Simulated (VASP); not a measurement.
# Si2W (P6_222) in VASP: further runs

The runs below take Si2W through single point, with PBE.

All numbers are computed with VASP 6.6.1; they aren't measurements. Logs are shortened: lines on timing, memory, paths and dates and some standing lists are left out, and cuts for length are marked.

## (1) The cell of the first run

Symmetry: P6_222, No. 180, hexagonal system. Conventional cell: a = 4.639 Å, b = 4.639 Å, c = 6.576 Å, α = 90.00°, β = 90.00°, γ = 120.00°. Within 3.3 Å of Si (site symmetry 2) lie 9 Si at 2.53 to 3.29 Å and 5 W at 2.59 to 2.75 Å. W (site symmetry 222) has 10 Si at 2.59 to 2.75 Å and 4 W at 3.19 Å within 3.4 Å.

## (2) Single point, PBE

INCAR reads:

```
ALGO     = Normal         # electronic algorithm
EDIFF    = 1E-6           # SCF threshold, eV
ENCUT    = 520            # plane-wave cutoff, eV
GGA      = PE             # functional
ISIF     = 2              # what is computed and relaxed
ISMEAR   = 0              # smearing method
LASPH    = T              # aspherical terms in the spheres
LCHARG   = F              # write CHGCAR
LREAL    = F              # projectors in reciprocal space
LWAVE    = F              # write WAVECAR
NBANDS   = 43             # bands
NELM     = 60             # most SCF steps
PREC     = Accurate       # precision mode
SIGMA    = 0.03           # smearing width, eV
```

KPOINTS reads:

```
k-points
0
Gamma
  9 9 6
```

POSCAR reads:

```
Si2W
1.0
    4.6392971011      0.0000000000      0.0000000000
   -2.3196485506      4.0177491452      0.0000000000
    0.0000000000      0.0000000000      6.5757397110
Si W
6 3
Direct
    0.8425991990      0.6851983979      0.5000000000
    0.1574008010      0.8425991990      0.8333333333
    0.6851983979      0.8425991990      0.1666666667
    0.1574008010      0.3148016021      0.5000000000
    0.8425991990      0.1574008010      0.8333333333
    0.3148016021      0.1574008010      0.1666666667
    0.0000000000      0.5000000000      0.1666666667
    0.5000000000      0.5000000000      0.8333333333
    0.5000000000      0.0000000000      0.5000000000
```

Potentials or basis: VASP PAW PBE potentials, release 64 (Si, W_sv).

Command:

```console
cat potpaw_PBE.64/Si/POTCAR potpaw_PBE.64/W_sv/POTCAR > POTCAR
mpirun -np 1 vasp_std > vasp.out
```

OUTCAR:

```text
EDIFF = 1E-6
   ENCUT = 520
   GGA = PE
   ISIF = 2
   ISMEAR = 0
   LASPH = T
   LREAL = F
   NELM = 60
   PREC = Accurate

 ion  position               nearest neighbor table
   1  0.843  0.685  0.500-   4 2.53   2 2.53   3 2.53   7 2.59   8 2.59   9 2.64   9 2.64   9 2.75
                             4 2.76   4 2.76   6 3.10   5 3.10
   2  0.157  0.843  0.833-   5 2.53   1 2.53   6 2.53   9 2.59   7 2.59   8 2.64   8 2.64   8 2.75
                             5 2.76   5 2.76   4 3.10   3 3.10
   3  0.685  0.843  0.167-   6 2.53   1 2.53   5 2.53   9 2.59   8 2.59   7 2.64   7 2.64   7 2.75
                             6 2.76   6 2.76   4 3.10   2 3.10
   4  0.157  0.315  0.500-   1 2.53   5 2.53   6 2.53   7 2.59   8 2.59   9 2.64   9 2.64   9 2.75
                             1 2.76   1 2.76   3 3.10   2 3.10
   5  0.843  0.157  0.833-   2 2.53   4 2.53   3 2.53   9 2.59   7 2.59   8 2.64   8 2.64   8 2.75
                             2 2.76   2 2.76   1 3.10   6 3.10
   6  0.315  0.157  0.167-   3 2.53   4 2.53   2 2.53   9 2.59   8 2.59   7 2.64   7 2.64   7 2.75
                             3 2.76   3 2.76   1 3.10   5 3.10
   7  0.000  0.500  0.167-   1 2.59   4 2.59   2 2.59   5 2.59   6 2.64   3 2.64   6 2.64   3 2.64
                             3 2.75   6 2.75   9 3.19   9 3.19   8 3.19   8 3.19
   8  0.500  0.500  0.833-   1 2.59   4 2.59   3 2.59   6 2.59   5 2.64   2 2.64   2 2.64   5 2.64
                             5 2.75   2 2.75   9 3.19   9 3.19   7 3.19   7 3.19
   9  0.500  0.000  0.500-   3 2.59   6 2.59   5 2.59   2 2.59   4 2.64   1 2.64   4 2.64   1 2.64
                             4 2.75   1 2.75   7 3.19   7 3.19   8 3.19   8 3.19

  LATTYP: Found a hexagonal cell.
 ALAT       =     4.6392971011
 C/A-ratio  =     1.4174000000

  Lattice vectors:

 A1 = (   4.6392971011,   0.0000000000,   0.0000000000)
 A2 = (  -2.3196485506,   4.0177491452,   0.0000000000)
 A3 = (   0.0000000000,   0.0000000000,   6.5757397110)

Analysis of symmetry for initial positions (statically):
=====================================================================
 Subroutine PRICEL returns:
 Original cell was already a primitive cell.

 Routine SETGRP: Setting up the symmetry group for a
 hexagonal supercell.

 Subroutine GETGRP returns: Found 12 space group operations
 (whereof  4 operations were pure point group operations)
 out of a pool of 24 trial point group operations.

The static configuration has the point symmetry D_2 .
 The point group associated with its full space group is D_6 .

Analysis of symmetry for dynamics (positions and initial velocities):
=====================================================================
 Subroutine PRICEL returns:
 Original cell was already a primitive cell.

 Routine SETGRP: Setting up the symmetry group for a
 hexagonal supercell.

 Subroutine GETGRP returns: Found 12 space group operations
 (whereof  4 operations were pure point group operations)
 out of a pool of 24 trial point group operations.

The dynamic configuration has the point symmetry D_2 .
 The point group associated with its full space group is D_6 .

 Subroutine INISYM returns: Found 12 space group operations
 (whereof  4 operations are pure point group operations),
 and found     1 'primitive' translations

----------------------------------------------------------------------------------------

                                     Primitive cell

  volume of cell :     122.5687

  direct lattice vectors                    reciprocal lattice vectors
     4.639297101  0.000000000  0.000000000     0.215549894  0.124447790  0.000000000
    -2.319648551  4.017749145  0.000000000     0.000000000  0.248895579  0.000000000
     0.000000000  0.000000000  6.575739711     0.000000000  0.000000000  0.152074146

  length of vectors
     4.639297101  4.639297101  6.575739711     0.248895579  0.248895579  0.152074146

  position of ions in fractional coordinates (direct lattice)
     0.842599199  0.685198398  0.500000000
     0.157400801  0.842599199  0.833333333
     0.685198398  0.842599199  0.166666667
     0.157400801  0.314801602  0.500000000
     0.842599199  0.157400801  0.833333333
     0.314801602  0.157400801  0.166666667
     0.000000000  0.500000000  0.166666667
     0.500000000  0.500000000  0.833333333
     0.500000000  0.000000000  0.500000000

  ion indices of the primitive-cell ions
   primitive index   ion index
                 1           1
                 2           2
                 3           3
                 4           4
                 5           5
                 6           6
                 7           7
                 8           8
                 9           9

----------------------------------------------------------------------------------------

 KPOINTS: k-points

Automatic generation of k-mesh.
 Grid dimensions read from file:
 generate k-points for:    9    9    6

 Generating k-lattice:

  Cartesian coordinates                     Fractional coordinates (reciprocal lattice)
     0.023949988  0.013827532  0.000000000     0.111111111  0.000000000  0.000000000
     0.000000000  0.027655064  0.000000000     0.000000000  0.111111111  0.000000000
     0.000000000  0.000000000  0.025345691     0.000000000  0.000000000  0.166666667

  Length of vectors
     0.027655064  0.027655064  0.025345691

  Shift w.r.t. Gamma in fractional coordinates (k-lattice)
     0.000000000  0.000000000  0.000000000

 Subroutine IBZKPT returns following result:
 ===========================================

 Found     48 irreducible k-points:

 Following reciprocal coordinates:
            Coordinates               Weight
  0.000000  0.000000  0.000000      1.000000
  0.111111  0.000000  0.000000      6.000000
  0.222222  0.000000  0.000000      6.000000
  0.333333 -0.000000  0.000000      6.000000
  0.444444  0.000000  0.000000      6.000000
  0.111111  0.111111  0.000000      6.000000
[... 16 lines left out ...]
  0.333333  0.222222  0.166667     24.000000
  0.333333  0.333333  0.166667      4.000000
 [... further k-points ...]
   k-points           NKPTS =     48   k-points in BZ     NKDIM =     48   number of bands    NBANDS=     43
   number of dos      NEDOS =    301   number of ions     NIONS =      9
   total plane-waves  NPLWV =  64800
   dimension x,y,z NGX =    36 NGY =   36 NGZ =   50
   dimension x,y,z NGXF=    72 NGYF=   72 NGZF=  100
   ions per type =               6   3
   NGX,Y,Z   is equivalent  to a cutoff of  12.90, 12.90, 12.64 a.u.
   NGXF,Y,Z  is equivalent  to a cutoff of  25.80, 25.80, 25.28 a.u.
 SYSTEM =  unknown system
   PREC   = accura    normal or accurate (medium, high low for compatibility)
   ISTART =      0    job   : 0-new  1-cont  2-samecut
   ICHARG =      2    charge: 1-file 2-atom 10-const
   ISPIN  =      1    spin polarized calculation?
   LNONCOLLINEAR =      F non collinear calculations
   LSORBIT =      F    spin-orbit coupling
   LASPH  =      T    aspherical Exc in radial PAW
   ENCUT  =  520.0 eV  38.22 Ry    6.18 a.u.   8.63  8.63 12.23*2*pi/ulx,y,z
   NELM   =     60;   NELMIN=  2; NELMDL= -5     # of ELM steps
   EDIFF  = 0.1E-05   stopping-criterion for ELM
   LREAL  =      F    real-space projection
   EDIFFG = 0.1E-04   stopping-criterion for IOM
   NSW    =      0    number of steps for IOM
   IBRION =     -1    ionic relax: 0-MD 1-quasi-New 2-CG
   NFREE  =      0    steps in history (QN), initial steepest desc. (CG)
   ISIF   =      2    stress and relaxation
   ISYM   =      2    0-nonsym 1-usesym 2-fastsym
   POTIM  = 0.5000    time-step for ionic-motion
   TEBEG  =    0.0;   TEEND  =   0.0 temperature during run
   PSTRESS=    0.0 pullay stress
   NELECT =      66.0000    total number of electrons
   NUPDOWN=      -1.0000    fix difference up-down
   EMIN   =  10.00;   EMAX   =-10.00  energy-range for DOS
   EFERMI =   0.00;   METHOD = LEGACY
   ISMEAR =     0;   SIGMA  =   0.03  broadening in eV -4-tet -1-fermi 0-gaus
   EFERMI_NEDOS =   21; number of points for ismear=-14 and -15
   IALGO  =     38    algorithm
   IMIX   =      4    mixing-type and parameters
     AMIX     =   0.40;   BMIX     =  1.00
     AMIX_MAG =   1.60;   BMIX_MAG =  1.00
  volume/ion in A,a.u.               =      13.62        91.90
  Fermi-wavevector in a.u.,A,eV,Ry     =   1.331873  2.516876 24.135194  1.773887
  Thomas-Fermi vector in A             =   2.460851
   LORBIT       =      0    0 simple, 1 ext, 2 COOP (PROOUT), +10 PAW based schemes
   GGA     = PE    functional components
   LHFCALC =     F    Hartree Fock is set to
   AEXX    =    0.0000 exact exchange contribution
   IVDW    =     0    specifies the selected vdW correction
   LEPSILON=     F    determine dielectric tensor
   LRPA    =     F    only Hartree local field effects (RPA)
 non-spin polarized calculation
 Gauss-broadening in eV      SIGMA  =   0.03
  energy-cutoff  :      520.00
  volume of cell :      122.57
 maximum number of plane-waves:      3320
 NGX is ok and might be reduce to    36
   NGX = 17   NGY = 17   NGZ = 25

 number of electron      66.0000006 magnetization

 Free energy of the ion-electron system (eV)
  ---------------------------------------------------
  ext. energy  EPLUGINS =         0.00000000
  ---------------------------------------------------
  free energy    TOTEN  =       -73.69760946 eV

  energy without entropy =      -73.69723038  energy(sigma->0) =      -73.69741992

 E-fermi :  12.4115     XC(G=0): -12.4753

 val. band max:       12.4013521764   @ k =   0.2222   0.2222   0.0000
 cond. band min:      12.4213679193   @ k =   0.4444   0.0000   0.5000
 fundamental gap:      0.0200157429
 Fermi energy:        12.4114570253

 k-point     1 :       0.0000    0.0000    0.0000
  band No.  band energies     occupation
      1     -61.9584      2.00000
      2     -61.9462      2.00000
      3     -61.9462      2.00000
      4     -26.3326      2.00000
      5     -26.3326      2.00000
      6     -26.2982      2.00000
[... 35 lines left out ...]
     42      15.1942      0.00000
     43      15.4468      0.00000
[... 1017 lines left out ...]
      3     -61.9464      2.00000
      4     -26.3495      2.00000
      5     -26.3381      2.00000
      6     -26.3286      2.00000
[... 35 lines left out ...]
     42      15.5365      0.00000
     43      15.5772      0.00000

 [... further k-points ...]

------------------------ aborting loop because EDIFF is reached ----------------------------------------

  FORCE on cell =-STRESS in cart. coord.  units (eV):
  Direction    XX          YY          ZZ          XY          YZ          ZX
  --------------------------------------------------------------------------------------
  -------------------------------------------------------------------------------------
  Total       -0.4378370     -0.4378370      1.7872469      0.0000000      0.0000000      0.0000000
  in kB       -5.7232593     -5.7232593     23.3622956      0.0000000      0.0000000      0.0000000
  external PRESSURE =       3.9719256 kB  Pullay stress =       0.0000000 kB

 VOLUME and BASIS-vectors are now :
 -----------------------------------------------------------------------------
  energy-cutoff  :      520.00
  volume of cell :      122.57
      direct lattice vectors                 reciprocal lattice vectors
     4.639297101  0.000000000  0.000000000     0.215549894  0.124447790  0.000000000
    -2.319648551  4.017749145  0.000000000     0.000000000  0.248895579  0.000000000
     0.000000000  0.000000000  6.575739711     0.000000000  0.000000000  0.152074146

 POSITION                                       TOTAL-FORCE (eV/Angst)
 -----------------------------------------------------------------------------------
      2.31965      2.75296      3.28787         0.000000     -0.829362     -0.000000
     -1.22430      3.38535      5.47978         0.718248     -0.414681     -0.000000
      1.22430      3.38535      1.09596        -0.718248     -0.414681     -0.000000
     -0.00000      1.26479      3.28787        -0.000000      0.829362     -0.000000
      3.54395      0.63240      5.47978        -0.718248      0.414681     -0.000000
      1.09534      0.63240      1.09596         0.718248      0.414681     -0.000000
     -1.15982      2.00887      1.09596        -0.000000      0.000000      0.000000
      1.15982      2.00887      5.47978        -0.000000      0.000000      0.000000
      2.31965      0.00000      3.28787        -0.000000     -0.000000     -0.000000
 -----------------------------------------------------------------------------------
    total drift:                               -0.000000     -0.000000     -0.000000

  FREE ENERGIE OF THE ION-ELECTRON SYSTEM (eV)
  ---------------------------------------------------
  free  energy   TOTEN  =       -73.6976094562 eV

  energy  without entropy=      -73.6972303829  energy(sigma->0) =      -73.69741992
```

Wall time 3.4 min (1 thread of Intel Xeon Platinum 8259CL at 2.50GHz (Skylake/Cascade Lake), shared host); peak memory 0.36 GiB.

Results:

```yaml
Free_energy: -73.6976 eV
Pressure: 0.4 GPa
Largest_force: 0.829 eV/Å
Band_gap_on_the_k_mesh: zero (bands 33 and 34 overlap by 0.02 eV)
```

Forces in eV/Å, atoms in the order of the input:
```
Si   0.000 -0.829  0.000
Si   0.718 -0.415  0.000
Si  -0.718 -0.415  0.000
Si   0.000  0.829  0.000
Si  -0.718  0.415  0.000
Si   0.718  0.415  0.000
W    0.000  0.000  0.000
W    0.000  0.000  0.000
W    0.000  0.000  0.000
```

Stress tensor (GPa, compression positive):
```
-0.57  0.00  0.00
 0.00 -0.57  0.00
 0.00  0.00  2.34
```

Caveat: spin-orbit coupling is left out, which moves the levels of the heavy elements.

[end of part 1 of 2]

The gap in the log of VASP goes by the Fermi energy; the results here count the filled bands.